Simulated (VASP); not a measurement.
Write the native input for VASP 6.6.1 that does the following.

* Task: single point
* Functional: LDA
* Potentials or basis: VASP PAW LDA potentials, release 64 (Os)
* Cutoff: 600 eV
* k mesh: 21 × 21 × 21
* Occupations: gaussian, width 0.05 eV
* Spin: no spin polarisation
* Dipole correction: no
* Further INCAR settings: ALGO = Normal; EDIFF = 1e-06; NBANDS = 10

The structure of Os lies in POSCAR:

```
Os
1.0
    0.0000000000      1.8751940758      1.8751940758
    1.8751940758      0.0000000000      1.8751940758
    1.8751940758      1.8751940758      0.0000000000
Os
1
Direct
    0.0000000000      0.0000000000      0.0000000000
```

This isn't the form of Os at room conditions, which is hcp.

The input as run:

INCAR

```
SYSTEM = Os
PREC = Accurate
ENCUT = 600
EDIFF = 1E-6
ISMEAR = 0
SIGMA = 0.05
LREAL = .False.
LASPH = .True.
NELM = 120
ALGO = Normal
ISIF = 2
LWAVE = .False.
LCHARG = .False.
NBANDS = 10
GGA_COMPAT = .False.
```

KPOINTS

```
regular mesh
0
Gamma
  21 21 21
  0 0 0
```

Potentials or basis: VASP PAW LDA potentials, release 64 (Os).

Command:

```console
$ cat potpaw_LDA.64/Os/POTCAR > POTCAR
$ mpirun -np 1 vasp_std > vasp.out
```

It gave:

| Property | Result |
| --- | --- |
| Pressure | 21.9 GPa |
| Band gap on the k mesh | zero (bands 4 and 5 overlap by 4.52 eV) |

Caveat: the cell stands under pressure; spin-orbit coupling is left out, which moves the levels of the heavy elements.

Wall time 24 s on 1 thread of AMD EPYC 9R45 96-Core Processor (Zen 5) (shared host), peak memory 0.14 GiB.
